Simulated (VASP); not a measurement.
Crystal: CdSe (Cadmoselite).

```
Cd Se
1.0
     4.30000    0.00000    0.00000
    -2.15000    3.72391    0.00000
     0.00000    0.00000    7.02000
Cd Se
2 2
Direct
  0.33333 0.66667 0.00000
  0.66667 0.33333 0.50000
  0.33333 0.66667 0.38500
  0.66667 0.33333 0.88500
```

```yaml
Program: VASP 6.6.1
Task: relaxation of cell and atoms
Functional: PBEsol
Potentials_or_basis: VASP PAW PBE potentials, release 64 (Cd, Se)
Cutoff: 600 eV
k_mesh: 6 × 6 × 4
Occupations: gaussian, width 0.01 eV
Spin: no spin polarisation
```

At the start: pressure 0.5 GPa; volume 28.10 Å³/atom.

Question: Where does the relaxation end?

Answer: Over 4 steps the energy falls by 4.4 meV/atom and the volume is 28.27 Å³/atom (+0.6 %); space group P6_3mc (No. 186, to 0.05 Å).

The path:
```tsv
step	energy change (eV)	largest force (eV/Å)	pressure (GPa)	volume (Å³)
1	0.0000	0.2754	0.46	112.41
2	-0.0162	0.0628	-0.25	113.72
3	-0.0162	0.0670	-0.23	113.69
4	-0.0175	0.0372	0.04	113.10
```

Final structure:
```
Cd Se
1.0
     4.33061    0.00000    0.00000
    -2.16531    3.75042    0.00000
     0.00000    0.00000    6.96343
Cd Se
2 2
Direct
  0.33333 0.66667 0.00244
  0.66667 0.33333 0.50244
  0.33333 0.66667 0.38256
  0.66667 0.33333 0.88256
```

Caveat: the PAW data sets were made with another functional, which shifts forces and pressure a little; the relaxation stopped at a loose force limit of 0.05 eV/Å, so its end isn't a converged minimum.
